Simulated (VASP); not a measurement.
# Ti2O3 (R-3c) in VASP: single point with r2SCAN

Aim: the single point of Ti2O3 with r2SCAN.

All numbers are computed with VASP 6.6.1; they aren't measurements. Logs are shortened: lines on timing, memory, paths and dates and some standing lists are left out, and cuts for length are marked.

## (1) The cell of the first run

Symmetry: R-3c, No. 167, trigonal system. Conventional cell: a = 4.724 Å, b = 4.724 Å, c = 12.899 Å, α = 90.00°, β = 90.00°, γ = 120.00°. Within 2.4 Å of Ti (site symmetry 3) lie 6 O at 1.84 to 1.96 Å. Within 2.4 Å of O (site symmetry 2) lie 4 Ti at 1.84 to 1.96 Å.

## (2) Single point, r2SCAN

File POSCAR:

```
Ti2O3
1.0
    2.3618950000      4.0909180000      0.0000000000
   -2.3618950000      4.0909180000      0.0000000000
    0.0000000000     -2.7272790000      4.2998320000
Ti O
4 6
Direct
    0.3522300000      0.3522300000      0.0566900000
    0.1477700000      0.1477700000      0.4433100000
    0.6477700000      0.6477700000      0.9433100000
    0.8522300000      0.8522300000      0.5566900000
    0.9437800000      0.5562200000      0.7500000000
    0.2500000000      0.9437800000      0.7500000000
    0.5562200000      0.2500000000      0.7500000000
    0.0562200000      0.4437800000      0.2500000000
    0.7500000000      0.0562200000      0.2500000000
    0.4437800000      0.7500000000      0.2500000000
```

File INCAR.step1:

```
ALGO     = Normal         # electronic algorithm
EDIFF    = 1E-4           # SCF threshold, eV
ENCUT    = 520            # plane-wave cutoff, eV
GGA      = PE             # functional
ISMEAR   = -1             # smearing method
LASPH    = True           # aspherical terms in the spheres
LCHARG   = False          # write CHGCAR
LREAL    = False          # projectors in reciprocal space
LWAVE    = True           # write WAVECAR
NBANDS   = 53             # bands
NELM     = 80             # most SCF steps
PREC     = Accurate       # precision mode
SIGMA    = 0.0169         # smearing width, eV
```

File INCAR.step2:

```
ALGO     = Normal         # electronic algorithm
EDIFF    = 1E-6           # SCF threshold, eV
ENCUT    = 520            # plane-wave cutoff, eV
ISIF     = 2              # what is computed and relaxed
ISMEAR   = -1             # smearing method
ISTART   = 1            
LASPH    = True           # aspherical terms in the spheres
LCHARG   = False          # write CHGCAR
LMIXTAU  = True         
LREAL    = False          # projectors in reciprocal space
LWAVE    = False          # write WAVECAR
METAGGA  = R2SCAN         # meta-GGA
NBANDS   = 53             # bands
NELM     = 80             # most SCF steps
PREC     = Accurate       # precision mode
SIGMA    = 0.0169         # smearing width, eV
```

File KPOINTS:

```
k-points
0
Gamma
  7 7 7
```

Potentials or basis: VASP PAW PBE potentials, release 64 (Ti_sv, O).

Started as:

```
cat potpaw_PBE.64/Ti_sv/POTCAR potpaw_PBE.64/O/POTCAR > POTCAR
cp INCAR.step1 INCAR
mpirun -np 1 vasp_std > vasp.out
cp INCAR.step2 INCAR
mpirun -np 1 vasp_std > vasp.out
```

OUTCAR:

```text
EDIFF = 1E-6
   ENCUT = 520
   ISIF = 2
   ISMEAR = -1
   ISTART = 1
   LASPH = True
   LREAL = False
   METAGGA = R2SCAN
   NELM = 80
   PREC = Accurate

 ion  position               nearest neighbor table
   1  0.352  0.352  0.057-  10 1.84   8 1.84   9 1.84   6 1.96   7 1.96   5 1.96   2 2.64   3 2.77
                             3 2.77   3 2.77
   2  0.148  0.148  0.443-   9 1.84   8 1.84  10 1.84   7 1.96   6 1.96   5 1.96   1 2.64   4 2.77
                             4 2.77   4 2.77
   3  0.648  0.648  0.943-   7 1.84   5 1.84   6 1.84   9 1.96  10 1.96   8 1.96   4 2.64   1 2.77
                             1 2.77   1 2.77
   4  0.852  0.852  0.557-   6 1.84   5 1.84   7 1.84  10 1.96   9 1.96   8 1.96   3 2.64   2 2.77
                             2 2.77   2 2.77
   5  0.944  0.556  0.750-   3 1.84   4 1.84   1 1.96   2 1.96
   6  0.250  0.944  0.750-   4 1.84   3 1.84   1 1.96   2 1.96
   7  0.556  0.250  0.750-   3 1.84   4 1.84   2 1.96   1 1.96
   8  0.056  0.444  0.250-   1 1.84   2 1.84   3 1.96   4 1.96
   9  0.750  0.056  0.250-   2 1.84   1 1.84   3 1.96   4 1.96
  10  0.444  0.750  0.250-   1 1.84   2 1.84   4 1.96   3 1.96

  LATTYP: Found a trigonal (rhomboedric) cell.
 ALAT       =     5.0918183924
 COS(alpha) =     0.5696662993

  Lattice vectors:

 A1 = (   2.3618950000,   1.3636390000,   4.2998320000)
 A2 = (  -2.3618950000,   1.3636390000,   4.2998320000)
 A3 = (   0.0000000000,  -2.7272790000,   4.2998320000)

Analysis of symmetry for initial positions (statically):
=====================================================================
 Subroutine PRICEL returns:
 Original cell was already a primitive cell.

 Routine SETGRP: Setting up the symmetry group for a
 trigonal (rhombohedral) supercell.

 Subroutine GETGRP returns: Found 12 space group operations
 (whereof  6 operations were pure point group operations)
 out of a pool of 12 trial point group operations.

The static configuration has the point symmetry S_6 .
 The point group associated with its full space group is D_3d.

Analysis of symmetry for dynamics (positions and initial velocities):
=====================================================================
 Subroutine PRICEL returns:
 Original cell was already a primitive cell.

 Routine SETGRP: Setting up the symmetry group for a
 trigonal (rhombohedral) supercell.

 Subroutine GETGRP returns: Found 12 space group operations
 (whereof  6 operations were pure point group operations)
 out of a pool of 12 trial point group operations.

The dynamic configuration has the point symmetry S_6 .
 The point group associated with its full space group is D_3d.

 Subroutine INISYM returns: Found 12 space group operations
 (whereof  6 operations are pure point group operations),
 and found     1 'primitive' translations

----------------------------------------------------------------------------------------

                                     Primitive cell

  volume of cell :      83.0927

  direct lattice vectors                    reciprocal lattice vectors
     2.361895000  4.090918000  0.000000000     0.211694423  0.122221956  0.077522418
    -2.361895000  4.090918000  0.000000000    -0.211694423  0.122221956  0.077522418
     0.000000000 -2.727279000  4.299832000     0.000000000  0.000000000  0.232567226

  length of vectors
     4.723786413  4.723786413  5.091817551     0.256441925  0.256441925  0.232567226

  position of ions in fractional coordinates (direct lattice)
     0.352230000  0.352230000  0.056690000
     0.147770000  0.147770000  0.443310000
     0.647770000  0.647770000  0.943310000
     0.852230000  0.852230000  0.556690000
     0.943780000  0.556220000  0.750000000
     0.250000000  0.943780000  0.750000000
     0.556220000  0.250000000  0.750000000
     0.056220000  0.443780000  0.250000000
     0.750000000  0.056220000  0.250000000
     0.443780000  0.750000000  0.250000000

  ion indices of the primitive-cell ions
   primitive index   ion index
                 1           1
                 2           2
                 3           3
                 4           4
                 5           5
                 6           6
                 7           7
                 8           8
                 9           9
                10          10

----------------------------------------------------------------------------------------

 KPOINTS: k-points

Automatic generation of k-mesh.
 Grid dimensions read from file:
 generate k-points for:    7    7    7

 Generating k-lattice:

  Cartesian coordinates                     Fractional coordinates (reciprocal lattice)
     0.030242060  0.017460279  0.011074631     0.142857143  0.000000000 -0.000000000
    -0.030242060  0.017460279  0.011074631     0.000000000  0.142857143 -0.000000000
     0.000000000  0.000000000  0.033223889     0.000000000  0.000000000  0.142857143

  Length of vectors
     0.036634561  0.036634561  0.033223889

  Shift w.r.t. Gamma in fractional coordinates (k-lattice)
     0.000000000  0.000000000  0.000000000

 Subroutine IBZKPT returns following result:
 ===========================================

 Found     44 irreducible k-points:

 Following reciprocal coordinates:
            Coordinates               Weight
  0.000000  0.000000  0.000000      1.000000
  0.142857  0.000000 -0.000000      6.000000
  0.285714  0.000000 -0.000000      6.000000
  0.428571  0.000000 -0.000000      6.000000
  0.142857  0.142857 -0.000000      6.000000
  0.285714  0.142857 -0.000000     12.000000
[... 16 lines left out ...]
  0.142857  0.142857  0.142857      6.000000
  0.285714  0.142857  0.142857     12.000000
 [... further k-points ...]
   k-points           NKPTS =     44   k-points in BZ     NKDIM =     44   number of bands    NBANDS=     53
   number of dos      NEDOS =    301   number of ions     NIONS =     10
   total plane-waves  NPLWV =  51840
   dimension x,y,z NGX =    36 NGY =   36 NGZ =   40
   dimension x,y,z NGXF=    72 NGYF=   72 NGZF=   80
   ions per type =               4   6
   NGX,Y,Z   is equivalent  to a cutoff of  12.67, 12.67, 13.06 a.u.
   NGXF,Y,Z  is equivalent  to a cutoff of  25.34, 25.34, 26.12 a.u.
 SYSTEM =  unknown system
   PREC   = accura    normal or accurate (medium, high low for compatibility)
   ISTART =      1    job   : 0-new  1-cont  2-samecut
   ICHARG =      0    charge: 1-file 2-atom 10-const
   ISPIN  =      1    spin polarized calculation?
   LNONCOLLINEAR =      F non collinear calculations
   LSORBIT =      F    spin-orbit coupling
   LASPH  =      T    aspherical Exc in radial PAW
   ENCUT  =  520.0 eV  38.22 Ry    6.18 a.u.   8.78  8.78  9.47*2*pi/ulx,y,z
   NELM   =     80;   NELMIN=  2; NELMDL=  0     # of ELM steps
   EDIFF  = 0.1E-05   stopping-criterion for ELM
   LREAL  =      F    real-space projection
   EDIFFG = 0.1E-04   stopping-criterion for IOM
   NSW    =      0    number of steps for IOM
   IBRION =     -1    ionic relax: 0-MD 1-quasi-New 2-CG
   NFREE  =      0    steps in history (QN), initial steepest desc. (CG)
   ISIF   =      2    stress and relaxation
   ISYM   =      2    0-nonsym 1-usesym 2-fastsym
   POTIM  = 0.5000    time-step for ionic-motion
   TEBEG  =    0.0;   TEEND  =   0.0 temperature during run
   PSTRESS=    0.0 pullay stress
   NELECT =      84.0000    total number of electrons
   NUPDOWN=      -1.0000    fix difference up-down
   EMIN   =  10.00;   EMAX   =-10.00  energy-range for DOS
   EFERMI =   0.00;   METHOD = LEGACY
   ISMEAR =    -1;   SIGMA  =   0.02  broadening in eV -4-tet -1-fermi 0-gaus
   EFERMI_NEDOS =   21; number of points for ismear=-14 and -15
   IALGO  =     38    algorithm
   IMIX   =      4    mixing-type and parameters
     AMIX     =   0.40;   BMIX     =  1.00
     AMIX_MAG =   1.60;   BMIX_MAG =  1.00
  volume/ion in A,a.u.               =       8.31        56.07
  Fermi-wavevector in a.u.,A,eV,Ry     =   1.643036  3.104887 36.729826  2.699566
  Thomas-Fermi vector in A             =   2.733238
   LORBIT       =      0    0 simple, 1 ext, 2 COOP (PROOUT), +10 PAW based schemes
   METAGGA = R2SCAN    functional components
   LHFCALC =     F    Hartree Fock is set to
   AEXX    =    0.0000 exact exchange contribution
   IVDW    =     0    specifies the selected vdW correction
   LEPSILON=     F    determine dielectric tensor
   LRPA    =     F    only Hartree local field effects (RPA)
 non-spin polarized calculation
  energy-cutoff  :      520.00
  volume of cell :       83.09
 maximum number of plane-waves:      2260
   NGX = 17   NGY = 17   NGZ = 19

 number of electron      83.9999996 magnetization

 Free energy of the ion-electron system (eV)
  ---------------------------------------------------
  ext. energy  EPLUGINS =         0.00000000
  ---------------------------------------------------
  free energy    TOTEN  =      -114.69962492 eV

  energy without entropy =     -114.69517387  energy(sigma->0) =     -114.69739939

 E-fermi :  12.3515     XC(G=0): -13.8814

 val. band max:       12.3466704630   @ k =   0.0000   0.0000   0.1429
 cond. band min:      12.3540772518   @ k =   0.2857   0.2857   0.2857
 fundamental gap:      0.0074067888
 Fermi energy:        12.3514598619

 k-point     1 :       0.0000    0.0000    0.0000
  band No.  band energies     occupation
      1     -48.4585      2.00000
      2     -48.3224      2.00000
      3     -48.2884      2.00000
      4     -48.2060      2.00000
      5     -24.3636      2.00000
      6     -24.3283      2.00000
[... 45 lines left out ...]
     52      14.6712      0.00000
     53      16.0050      0.00000

 k-point     2 :       0.1429    0.0000   -0.0000
  band No.  band energies     occupation
      1     -48.4490      2.00000
      2     -48.3202      2.00000
      3     -48.2933      2.00000
      4     -48.2130      2.00000
      5     -24.4076      2.00000
      6     -24.3173      2.00000
[... 45 lines left out ...]
     52      14.6433      0.00000
     53      16.1110      0.00000

 k-point     3 :       0.2857    0.0000   -0.0000
  band No.  band energies     occupation
      1     -48.4231      2.00000
      2     -48.3244      2.00000
      3     -48.2969      2.00000
      4     -48.2319      2.00000
      5     -24.4003      2.00000
      6     -24.3006      2.00000
[... 45 lines left out ...]
     52      14.4945      0.00000
     53      16.1812      0.00000
[... 1065 lines left out ...]
 k-point    23 :       0.1429    0.1429    0.1429
  band No.  band energies     occupation
      1     -48.4332      2.00000
      2     -48.3401      2.00000
      3     -48.2797      2.00000
      4     -48.2229      2.00000
      5     -24.3925      2.00000
      6     -24.3287      2.00000
[... 45 lines left out ...]
     52      14.5400      0.00000
     53      16.2114      0.00000

 k-point    24 :       0.2857    0.1429    0.1429
  band No.  band energies     occupation
      1     -48.4125      2.00000
      2     -48.3425      2.00000
      3     -48.2831      2.00000
      4     -48.2384      2.00000
      5     -24.4194      2.00000
      6     -24.3157      2.00000
[... 45 lines left out ...]
     52      14.4818      0.00000
     53      16.2843      0.00000

 [... further k-points ...]

------------------------ aborting loop because EDIFF is reached ----------------------------------------

  FORCE on cell =-STRESS in cart. coord.  units (eV):
  Direction    XX          YY          ZZ          XY          YZ          ZX
  --------------------------------------------------------------------------------------
  -------------------------------------------------------------------------------------
  Total       45.4175368     45.4174448     39.0915683      0.0000000     -0.0000030     -0.0000000
  in kB      875.7321926    875.7304192    753.7560868      0.0000000     -0.0000584     -0.0000000
  external PRESSURE =     835.0728995 kB  Pullay stress =       0.0000000 kB

 VOLUME and BASIS-vectors are now :
 -----------------------------------------------------------------------------
  energy-cutoff  :      520.00
  volume of cell :       83.09
      direct lattice vectors                 reciprocal lattice vectors
     2.361895000  4.090918000  0.000000000     0.211694423  0.122221956  0.077522418
    -2.361895000  4.090918000  0.000000000    -0.211694423  0.122221956  0.077522418
     0.000000000 -2.727279000  4.299832000     0.000000000  0.000000000  0.232567226

 POSITION                                       TOTAL-FORCE (eV/Angst)
 -----------------------------------------------------------------------------------
      0.00000      2.72728      0.24376        -0.000000      0.000000     -0.936420
      0.00000     -0.00000      1.90616        -0.000000     -0.000000      0.936420
      0.00000      2.72728      4.05607        -0.000000     -0.000000      0.936420
      0.00000      5.45456      2.39367        -0.000000      0.000000     -0.936420
      0.91538      4.09092      3.22487        -0.044240      0.000000      0.000000
     -1.63864      2.83820      3.22487         0.022120     -0.038313     -0.000000
      0.72326      1.25272      3.22487         0.022120      0.038313     -0.000000
     -0.91538      1.36364      1.07496         0.044240      0.000000     -0.000000
      1.63864      2.61636      1.07496        -0.022120      0.038313      0.000000
     -0.72326      4.20184      1.07496        -0.022120     -0.038313      0.000000
 -----------------------------------------------------------------------------------
    total drift:                                0.000000     -0.000000      0.000000

  FREE ENERGIE OF THE ION-ELECTRON SYSTEM (eV)
  ---------------------------------------------------
  free  energy   TOTEN  =      -114.6996249229 eV

  energy  without entropy=     -114.6951738653  energy(sigma->0) =     -114.69739939
```

Wall time 13 min (1 thread of Oxide Virtual Turin-like, shared host); peak memory 0.29 GiB.

Results:

```
Free energy            : -114.6996 eV
Pressure               : 83.5 GPa
Largest force          : 0.936 eV/Å
Band gap on the k mesh : zero (bands 42 and 43 overlap by 0.82 eV)
```

Forces in eV/Å, atoms in the order of the input:
```
Ti   0.000  0.000 -0.936
Ti   0.000  0.000  0.936
Ti   0.000  0.000  0.936
Ti   0.000  0.000 -0.936
O   -0.044  0.000  0.000
O    0.022 -0.038  0.000
O    0.022  0.038  0.000
O    0.044  0.000  0.000
O   -0.022  0.038  0.000
O   -0.022 -0.038  0.000
```

Stress tensor (GPa, compression positive):
```
87.57  0.00  0.00
 0.00 87.57  0.00
 0.00  0.00 75.38
```

Levels at points of the mesh, in eV from the Fermi level:
```
           k point  band 38  band 39  band 40  band 41  band 42  band 43  band 44  band 45  band 46  band 47
(0.00, 0.00, 0.00)    -5.69    -5.64    -5.64    -0.84    -0.09    -0.09     0.79     0.79     0.83     0.83
```

Caveat: the stress differs along the axes, from 75 to 88 GPa; the PAW data sets were made with another functional, which shifts forces and pressure a little; semilocal functionals often make such compounds metallic where correlation or magnetic order opens a gap, which also shifts bond lengths.
